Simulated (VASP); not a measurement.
# NiSb (P6_3/mmc) in VASP: further runs, part 2 of 2

VASP 6.6.1.

### 3 Single point, PBEsol

The input, INCAR:

```
ALGO = Fast ; EDIFF = 1E-6
ENCUT = 520 ; GGA = PS
ISIF = 2 ; ISMEAR = -1
LASPH = True ; LCHARG = False
LREAL = False ; LWAVE = False
NBANDS = 23 ; NELM = 80
PREC = Accurate ; SIGMA = 0.05
```

The input, KPOINTS:

```
k-points
0
Gamma
  8 8 5
```

The input, POSCAR:

```
NiSb
1.0
    3.9280000000      0.0000000000      0.0000000000
   -1.9640000000      3.4017477861      0.0000000000
    0.0000000000      0.0000000000      5.1200000000
Sb Ni
2 2
Direct
    0.6666666667      0.3333333333      0.7500000000
    0.3333333333      0.6666666667      0.2500000000
    0.0000000000      0.0000000000      0.5000000000
    0.0000000000      0.0000000000      0.0000000000
```

Potentials or basis: VASP PAW PBE potentials, release 64 (Sb, Ni).

Run with:

```console
> cat potpaw_PBE.64/Sb/POTCAR potpaw_PBE.64/Ni/POTCAR > POTCAR
> mpirun -np 1 vasp_std > vasp.out
```

OUTCAR:

```text
EDIFF = 1E-6
   ENCUT = 520
   GGA = PS
   ISIF = 2
   ISMEAR = -1
   LASPH = True
   LREAL = False
   NELM = 80
   PREC = Accurate

 ion  position               nearest neighbor table
   1  0.667  0.333  0.750-   3 2.60   4 2.60   3 2.60   4 2.60   3 2.60   4 2.60   2 3.42   2 3.42
                             2 3.42   2 3.42   2 3.42   2 3.42
   2  0.333  0.667  0.250-   3 2.60   4 2.60   3 2.60   4 2.60   3 2.60   4 2.60   1 3.42   1 3.42
                             1 3.42   1 3.42   1 3.42   1 3.42
   3  0.000  0.000  0.500-   4 2.56   4 2.56   1 2.60   2 2.60   1 2.60   2 2.60   1 2.60   2 2.60

   4  0.000  0.000  0.000-   3 2.56   3 2.56   1 2.60   2 2.60   1 2.60   2 2.60   1 2.60   2 2.60

  LATTYP: Found a hexagonal cell.
 ALAT       =     3.9280000000
 C/A-ratio  =     1.3034623218

  Lattice vectors:

 A1 = (   3.9280000000,   0.0000000000,   0.0000000000)
 A2 = (  -1.9640000000,   3.4017477861,   0.0000000000)
 A3 = (   0.0000000000,   0.0000000000,   5.1200000000)

Analysis of symmetry for initial positions (statically):
=====================================================================
 Subroutine PRICEL returns:
 Original cell was already a primitive cell.

 Routine SETGRP: Setting up the symmetry group for a
[... 171 lines left out ...]
  free energy    TOTEN  =       -22.67894712 eV

  energy without entropy =      -22.65894245  energy(sigma->0) =      -22.66894479

 E-fermi :   9.8607     XC(G=0): -11.6628

 val. band max:        9.8583309686   @ k =   0.0000   0.0000   0.0000
 cond. band min:       9.8637010536   @ k =   0.1250   0.0000   0.0000
 fundamental gap:      0.0053700850
 Fermi energy:         9.8607402599

 k-point     1 :       0.0000    0.0000    0.0000
  band No.  band energies     occupation
      1      -3.1182      2.00000
      2       1.4510      2.00000
      3       3.6211      2.00000
      4       5.9408      2.00000
      5       5.9408      2.00000
      6       6.7036      2.00000
[... 613 lines left out ...]
     22      18.9962      0.00000
     23      19.0930      0.00000

 [... further k-points ...]
[... 5 lines left out ...]
  --------------------------------------------------------------------------------------
  -------------------------------------------------------------------------------------
  Total       -0.7563820     -0.7563820     -1.0583513      0.0000000      0.0000000      0.0000000
  in kB      -17.7136571    -17.7136571    -24.7854543      0.0000000      0.0000000      0.0000000
  external PRESSURE =     -20.0709228 kB  Pullay stress =       0.0000000 kB

 VOLUME and BASIS-vectors are now :
 -----------------------------------------------------------------------------
  energy-cutoff  :      520.00
  volume of cell :       68.41
      direct lattice vectors                 reciprocal lattice vectors
     3.928000000  0.000000000  0.000000000     0.254582485  0.146983266  0.000000000
    -1.964000000  3.401747786  0.000000000     0.000000000  0.293966532  0.000000000
     0.000000000  0.000000000  5.120000000     0.000000000  0.000000000  0.195312500

 POSITION                                       TOTAL-FORCE (eV/Angst)
 -----------------------------------------------------------------------------------
      1.96400      1.13392      3.84000        -0.000000      0.000000      0.000000
     -0.00000      2.26783      1.28000         0.000000     -0.000000      0.000000
      0.00000      0.00000      2.56000        -0.000000      0.000000      0.000000
      0.00000      0.00000      0.00000        -0.000000      0.000000      0.000000
 -----------------------------------------------------------------------------------
    total drift:                               -0.000000      0.000000     -0.000000

  FREE ENERGIE OF THE ION-ELECTRON SYSTEM (eV)
  ---------------------------------------------------
  free  energy   TOTEN  =       -22.6789471236 eV

  energy  without entropy=      -22.6589424476  energy(sigma->0) =      -22.66894479
```

OSZICAR:

```text
N       E                     dE             d eps       ncg     rms          rms(c)
DAV:   1     0.167599216700E+03    0.16760E+03   -0.12279E+04  1380   0.134E+03
DAV:   2    -0.154792420680E+02   -0.18308E+03   -0.17364E+03  1415   0.281E+02
DAV:   3    -0.242797187588E+02   -0.88005E+01   -0.85979E+01  1732   0.770E+01
DAV:   4    -0.244568171617E+02   -0.17710E+00   -0.17693E+00  1527   0.102E+01
DAV:   5    -0.244629272409E+02   -0.61101E-02   -0.61099E-02  1828   0.199E+00    0.143E+01
RMM:   6    -0.276473826879E+02   -0.31845E+01   -0.30963E+01  1513   0.586E+01    0.203E+01
RMM:   7    -0.227546158199E+02    0.48928E+01   -0.97711E+00  1381   0.342E+01    0.276E+00
RMM:   8    -0.226948275234E+02    0.59788E-01   -0.36016E-01  1380   0.354E+00    0.164E+00
RMM:   9    -0.226783530934E+02    0.16474E-01   -0.99040E-02  1432   0.329E+00    0.204E-01
RMM:  10    -0.226791568653E+02   -0.80377E-03   -0.11388E-02  1601   0.883E-01    0.207E-01
RMM:  11    -0.226789436814E+02    0.21318E-03   -0.29278E-03  1603   0.522E-01    0.117E-01
RMM:  12    -0.226797050565E+02   -0.76138E-03   -0.33511E-03  1510   0.580E-01    0.263E-01
RMM:  13    -0.226789351440E+02    0.76991E-03   -0.11894E-03  1530   0.384E-01    0.264E-02
RMM:  14    -0.226789411076E+02   -0.59636E-05   -0.22213E-04  1737   0.939E-02    0.187E-02
RMM:  15    -0.226789466814E+02   -0.55738E-05   -0.54298E-05  1878   0.452E-02    0.246E-02
RMM:  16    -0.226789471236E+02   -0.44224E-06   -0.46642E-06  1290   0.136E-02
   1 F= -.22678947E+02 E0= -.22668945E+02  d E =-.200047E-01
```

stdout:

```text
POSCAR found type information on POSCAR SbNi
 POSCAR found :  2 types and       4 ions
 scaLAPACK will be used
 -----------------------------------------------------------------------------
|                                                                             |
|                                                                             |
|     You enforced a specific xc type in the INCAR file but a different       |
|     I HOPE YOU KNOW WHAT YOU ARE DOING!                                     |
|                                                                             |
 -----------------------------------------------------------------------------

 LDA part: xc-table for (Slater+PW92), standard interpolation
 POSCAR, INCAR and KPOINTS ok, starting setup
 FFT: planning ... GRIDC
 FFT: planning ... GRID_SOFT
 FFT: planning ... GRID
 WAVECAR not read
 entering main loop
```

It took 83 s on 1 thread of Oxide Virtual Turin-like, shared host; peak memory 0.17 GiB.

What came out:

```
Free energy            : -22.6789 eV
Pressure               : -2.0 GPa
Band gap on the k mesh : zero (bands 15 and 16 overlap by 2.76 eV)
```

Levels at points of the mesh, in eV from the Fermi level:
| k point | band 12 | band 13 | band 14 | band 15 | band 16 | band 17 | band 18 | band 19 |
| --- | --- | --- | --- | --- | --- | --- | --- | --- |
| (0.00, 0.00, 0.00) | -1.31 | 0.00 | 0.62 | 0.62 | 2.52 | 2.52 | 3.14 | 4.08 |
| (0.50, 0.00, 0.00) | -1.85 | -1.58 | -1.37 | -1.30 | -0.34 | 1.17 | 3.45 | 4.03 |

Caveat: the PAW data sets were made with another functional, which shifts forces and pressure a little; spin-orbit coupling is left out, which moves the levels of the heavy elements. Spin polarisation is off, so any magnetic state and its effect on volume and gap are missing.

### 4 Single point, PBEsol, collinear spin, antiferromagnetic start

The input, INCAR:

```
  PREC = Accurate
  ENCUT = 520
  EDIFF = 1E-6
  ISMEAR = -1
  SIGMA = 0.05
  LREAL = False
  LASPH = True
  NELM = 150
  ALGO = Fast
  ISIF = 2
  LWAVE = False
  LCHARG = False
  ISPIN = 2
  MAGMOM = 0 0 1 -1
  LORBIT = 11
  LMAXMIX = 4
  GGA = PS
  NBANDS = 27
```

The input, KPOINTS:

```
regular mesh
0
Gamma
  8 8 5
```

POSCAR is that of step 3.

Run with:

```console
> cat potpaw_PBE.64/Sb/POTCAR potpaw_PBE.64/Ni/POTCAR > POTCAR
> mpirun -np 1 vasp_std > vasp.out
```

Wall time 3.5 min (1 thread of Oxide Virtual Turin-like, shared host); peak memory 0.23 GiB.

Results (log left out):

* Free energy: -22.6789 eV
* Pressure: -2.0 GPa
* Band gap on the k mesh: zero (filled and empty bands overlap)
* Net moment: 0.00 μB per cell
* Valence electrons inside the program's atomic spheres: Sb 2.43; Ni 9.41

Stress tensor (GPa, compression positive):
```
-1.78  0.00  0.00
 0.00 -1.78  0.00
 0.00  0.00 -2.49
```

Levels at points of the mesh, in eV from the Fermi level:
Spin up:
```
           k point  band 11  band 12  band 13  band 14  band 15  band 16  band 17  band 18  band 19  band 20
(0.00, 0.00, 0.00)    -1.31    -1.31     0.00     0.62     0.62     2.52     2.52     3.14     4.08     5.35
(0.50, 0.00, 0.00)    -2.07    -1.85    -1.58    -1.37    -1.30    -0.34     1.17     3.45     4.03     5.40
```
Spin down:
```tsv
k point	band 13	band 14	band 15	band 16	band 17	band 18
(0.00, 0.00, 0.00)	0.00	0.62	0.62	2.52	2.52	3.14
(0.50, 0.00, 0.00)	-1.58	-1.37	-1.30	-0.34	1.17	3.45
```

Caveat: the moments typed at the start vanished in this run; the PAW data sets were made with another functional, which shifts forces and pressure a little; spin-orbit coupling is left out, which moves the levels of the heavy elements.

### 5 Single point, PBEsol, collinear spin, ferrimagnetic start

The input, INCAR:

```
SYSTEM = NiSb
PREC = Accurate
ENCUT = 520
EDIFF = 1E-6
ISMEAR = -1
SIGMA = 0.05
LREAL = .False.
LASPH = .True.
NELM = 150
ALGO = Fast
ISIF = 2
LWAVE = .False.
LCHARG = .False.
ISPIN = 2
MAGMOM = 0 0 1 -0.5
LORBIT = 11
LMAXMIX = 4
GGA = PS
NBANDS = 27
```

The input, KPOINTS:

```
regular mesh
0
Gamma
  8 8 5
  0 0 0
```

POSCAR is that of step 4.

Potentials or basis: VASP PAW PBE potentials, release 64 (Sb, Ni).

Run with:

```console
> cat potpaw_PBE.64/Sb/POTCAR potpaw_PBE.64/Ni/POTCAR > POTCAR
> mpirun -np 1 vasp_std > vasp.out
```

OUTCAR:

```text
SYSTEM = NiSb
   PREC = Accurate
   ENCUT = 520
   EDIFF = 1E-6
   ISMEAR = -1
   LREAL = .False.
   LASPH = .True.
   NELM = 150
   ISIF = 2
   ISPIN = 2
   LORBIT = 11
   GGA = PS

 ion  position               nearest neighbor table
   1  0.667  0.333  0.750-   3 2.60   4 2.60   3 2.60   4 2.60   3 2.60   4 2.60   2 3.42   2 3.42
                             2 3.42   2 3.42   2 3.42   2 3.42
   2  0.333  0.667  0.250-   3 2.60   4 2.60   3 2.60   4 2.60   3 2.60   4 2.60   1 3.42   1 3.42
                             1 3.42   1 3.42   1 3.42   1 3.42
   3  0.000  0.000  0.500-   4 2.56   4 2.56   1 2.60   2 2.60   1 2.60   2 2.60   1 2.60   2 2.60

   4  0.000  0.000  0.000-   3 2.56   3 2.56   1 2.60   2 2.60   1 2.60   2 2.60   1 2.60   2 2.60

  LATTYP: Found a hexagonal cell.
 ALAT       =     3.9280000000
 C/A-ratio  =     1.3034623218

  Lattice vectors:

 A1 = (   3.9280000000,   0.0000000000,   0.0000000000)
 A2 = (  -1.9640000000,   3.4017477861,   0.0000000000)
 A3 = (   0.0000000000,   0.0000000000,   5.1200000000)

Analysis of symmetry for initial positions (statically):
=====================================================================
 Subroutine PRICEL returns:
 Original cell was already a primitive cell.

 Routine SETGRP: Setting up the symmetry group for a
 hexagonal supercell.

 Subroutine GETGRP returns: Found 24 space group operations
 (whereof 12 operations were pure point group operations)
 out of a pool of 24 trial point group operations.

The static configuration has the point symmetry D_3d.
 The point group associated with its full space group is D_6h.

Analysis of symmetry for dynamics (positions and initial velocities):
=====================================================================
 Subroutine PRICEL returns:
 Original cell was already a primitive cell.

 Routine SETGRP: Setting up the symmetry group for a
 hexagonal supercell.

 Subroutine GETGRP returns: Found 24 space group operations
 (whereof 12 operations were pure point group operations)
 out of a pool of 24 trial point group operations.

The dynamic configuration has the point symmetry D_3d.
 The point group associated with its full space group is D_6h.

Analysis of structural, dynamic, and magnetic symmetry:
[... 164 lines left out ...]
  energy without entropy =      -22.65894474  energy(sigma->0) =      -22.66894554

 E-fermi :   9.8607     XC(G=0): -11.6628

 val. band max:        9.8582007611   @ k =   0.0000   0.0000   0.0000
 cond. band min:       9.8636762465   @ k =   0.1250   0.0000   0.0000
 fundamental gap:      0.0054754855
 Fermi energy:         9.8606901828

 spin component 1

 k-point     1 :       0.0000    0.0000    0.0000
  band No.  band energies     occupation
      1      -3.1181      1.00000
      2       1.4511      1.00000
      3       3.6212      1.00000
      4       5.9407      1.00000
      5       5.9407      1.00000
      6       6.7034      1.00000
[... 709 lines left out ...]
     26      21.6745      0.00000
     27      23.3277      0.00000

 [... further k-points ...]

 spin component 2

 k-point     1 :       0.0000    0.0000    0.0000
  band No.  band energies     occupation
      1      -3.1181      1.00000
      2       1.4511      1.00000
      3       3.6212      1.00000
      4       5.9407      1.00000
      5       5.9407      1.00000
      6       6.7034      1.00000
[... 709 lines left out ...]
     26      21.6744      0.00000
     27      23.3513      0.00000

 [... further k-points ...]
[... 5 lines left out ...]
  --------------------------------------------------------------------------------------
  -------------------------------------------------------------------------------------
  Total       -0.7328387     -0.7328387     -1.0400028      0.0000000     -0.0000000      0.0000000
  in kB      -17.1622983    -17.1622983    -24.3557507      0.0000000     -0.0000000      0.0000000
  external PRESSURE =     -19.5601158 kB  Pullay stress =       0.0000000 kB

 VOLUME and BASIS-vectors are now :
 -----------------------------------------------------------------------------
  energy-cutoff  :      520.00
  volume of cell :       68.41
      direct lattice vectors                 reciprocal lattice vectors
     3.928000000  0.000000000  0.000000000     0.254582485  0.146983266  0.000000000
    -1.964000000  3.401747786  0.000000000     0.000000000  0.293966532  0.000000000
     0.000000000  0.000000000  5.120000000     0.000000000  0.000000000  0.195312500

 POSITION                                       TOTAL-FORCE (eV/Angst)
 -----------------------------------------------------------------------------------
      1.96400      1.13392      3.84000         0.000000      0.000000      0.000005
     -0.00000      2.26783      1.28000        -0.000000      0.000000     -0.000005
      0.00000      0.00000      2.56000         0.000000      0.000000      0.000000
      0.00000      0.00000      0.00000         0.000000      0.000000      0.000000
 -----------------------------------------------------------------------------------
    total drift:                                0.000000     -0.000000     -0.000000

  FREE ENERGIE OF THE ION-ELECTRON SYSTEM (eV)
  ---------------------------------------------------
  free  energy   TOTEN  =       -22.6789463363 eV

  energy  without entropy=      -22.6589447398  energy(sigma->0) =      -22.66894554

 total charge

# of ion       s       p       d       tot
------------------------------------------
    1        1.131   1.221   0.076   2.428
    2        1.131   1.221   0.076   2.428
    3        0.454   0.489   8.466   9.408
    4        0.454   0.489   8.466   9.408
--------------------------------------------------
tot          3.169   3.421  17.082  23.673

 magnetization (x)

# of ion       s       p       d       tot
------------------------------------------
    1        0.000  -0.000  -0.000  -0.000
    2        0.000  -0.000  -0.000  -0.000
    3       -0.000  -0.000   0.000   0.000
    4        0.000   0.000  -0.000  -0.000
--------------------------------------------------
tot          0.000  -0.000   0.000   0.000
```

It took 3.2 min on 1 thread of Oxide Virtual Turin-like, shared host; peak memory 0.25 GiB.

What came out:

```yaml
Free_energy: -22.6789 eV
Pressure: -2.0 GPa
Band_gap_on_the_k_mesh: zero (filled and empty bands overlap)
Net_moment: 0.00 μB per cell
Valence_electrons_inside_the_program's_atomic_spheres: Sb 2.43; Ni 9.41
```

Caveat: the moments typed at the start vanished in this run; the PAW data sets were made with another functional, which shifts forces and pressure a little; spin-orbit coupling is left out, which moves the levels of the heavy elements.

### 6 Single point, PBEsol, collinear spin, ferrimagnetic start

The input, INCAR:

```
ALGO = Normal
EDIFF = 1E-6
ENCUT = 520
GGA = PS
ISIF = 2
ISMEAR = -1
ISPIN = 2
LASPH = T
LCHARG = F
LMAXMIX = 4
LORBIT = 11
LREAL = F
LWAVE = F
MAGMOM = 0 0 0.82 -0.27
NBANDS = 27
NELM = 150
PREC = Accurate
SIGMA = 0.05
```

The input, KPOINTS:

```
k-points
0
Gamma
  8 8 5
```

POSCAR is that of step 5.

Potentials or basis: VASP PAW PBE potentials, release 64 (Sb, Ni).

Run with:

```console
> cat potpaw_PBE.64/Sb/POTCAR potpaw_PBE.64/Ni/POTCAR > POTCAR
> mpirun -np 1 vasp_std > vasp.out
```

Wall time 3.7 min (1 thread of Oxide Virtual Turin-like, shared host); peak memory 0.25 GiB.

The run converged. Its results:

```yaml
Free_energy: -22.6789 eV
Pressure: -1.9 GPa
Band_gap_on_the_k_mesh: zero (filled and empty bands overlap)
Net_moment: 0.00 μB per cell
Valence_electrons_inside_the_program's_atomic_spheres: Sb 2.43; Ni 9.41
```

Stress tensor (GPa, compression positive):
```
-1.71  0.00  0.00
 0.00 -1.71  0.00
 0.00  0.00 -2.43
```

Levels at points of the mesh, in eV from the Fermi level:
Spin up:
```csv
k point,band 12,band 13,band 14,band 15,band 16,band 17,band 18,band 19
"(0.00, 0.00, 0.00)",-1.31,0.00,0.62,0.62,2.52,2.52,3.14,4.08
"(0.50, 0.00, 0.00)",-1.85,-1.58,-1.37,-1.30,-0.34,1.17,3.45,4.03
```
Spin down:
```
           k point  band 11  band 12  band 13  band 14  band 15  band 16  band 17  band 18  band 19  band 20
(0.00, 0.00, 0.00)    -1.31    -1.31     0.00     0.62     0.62     2.52     2.52     3.14     4.08     5.35
(0.50, 0.00, 0.00)    -2.07    -1.85    -1.58    -1.37    -1.30    -0.34     1.17     3.45     4.03     5.40
```

Caveat: the moments typed at the start vanished in this run; the PAW data sets were made with another functional, which shifts forces and pressure a little; spin-orbit coupling is left out, which moves the levels of the heavy elements.

### 7 The runs side by side

```tsv
level	potentials or basis	spin	fixed moment (μB)	k mesh	cutoff (eV)	gap on the mesh (eV)	pressure (GPa)	moment (μB)
PBE	VASP PAW PBE potentials, release 64 (Sb_d_GW, Ni_sv_GW)	collinear, ferromagnetic start	2.5	7 × 7 × 5	690	-	9.3	2.50
PBEsol	VASP PAW PBE potentials, release 64 (Sb, Ni)	off	-	8 × 8 × 5	520	none	-2.0	-
PBEsol	VASP PAW PBE potentials, release 64 (Sb, Ni)	collinear, antiferromagnetic start	-	8 × 8 × 5	520	none	-2.0	0.00
PBEsol	VASP PAW PBE potentials, release 64 (Sb, Ni)	collinear, ferrimagnetic start	-	8 × 8 × 5	520	none	-1.9	0.00
```

Alike in all rows: task single point; cell as given; smearing fermi-dirac 0.05 eV.

Caveats: spin-orbit coupling is left out, which moves the levels of the heavy elements; the PAW data sets were made with another functional, which shifts forces and pressure a little (at least some runs); the moments typed at the start vanished in this run (at least some runs); the cell stands under pressure (at least some runs); the total moment is fixed, so each spin has its own Fermi level and the state may be an excited one (at least some runs).

Absolute energies hang on the potentials; compare differences alone.
